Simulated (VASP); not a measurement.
Set up this calculation in VASP 6.6.1, as the native input.

```yaml
Task: single point
Functional: LDA
Potentials_or_basis: VASP PAW LDA potentials, release 64 (Ge_d)
Cutoff: 520 eV
k_mesh: 17 × 17 × 17
Occupations: fermi-dirac, width 0.08 eV
Spin: no spin polarisation
Dipole_correction: no
Further_INCAR_settings: ALGO = Normal; EDIFF = 1e-06; NBANDS = 13
```

The structure of Ge lies in POSCAR:

```
Ge
1.0
   -1.5874759019      1.5874759019      1.5874759019
    1.5874759019     -1.5874759019      1.5874759019
    1.5874759019      1.5874759019     -1.5874759019
Ge
1
Direct
    0.0000000000      0.0000000000      0.0000000000
```

This isn't the form of Ge at room conditions, which is diamond.

One way to write it, as run:

INCAR

```
ALGO     = Normal         # electronic algorithm
EDIFF    = 1E-6           # SCF threshold, eV
ENCUT    = 520            # plane-wave cutoff, eV
ISIF     = 2              # what is computed and relaxed
ISMEAR   = -1             # smearing method
LASPH    = True           # aspherical terms in the spheres
LCHARG   = False          # write CHGCAR
LREAL    = False          # projectors in reciprocal space
LWAVE    = False          # write WAVECAR
NBANDS   = 13             # bands
NELM     = 60             # most SCF steps
PREC     = Accurate       # precision mode
SIGMA    = 0.08           # smearing width, eV
```

KPOINTS

```
k-points
0
Gamma
  17 17 17
```

Potentials or basis: VASP PAW LDA potentials, release 64 (Ge_d).

Run with:

```bash
$ cat potpaw_LDA.64/Ge_d/POTCAR > POTCAR
$ mpirun -np 1 vasp_std > vasp.out
```

Results of the run:

- Pressure: 11.1 GPa
- Band gap on the k mesh: zero (bands 7 and 8 overlap by 14.48 eV)

Caveat: the cell stands under pressure.

Run time: 20 s on 1 thread of Intel Xeon 8259CL (shared host), peak memory 0.14 GiB.
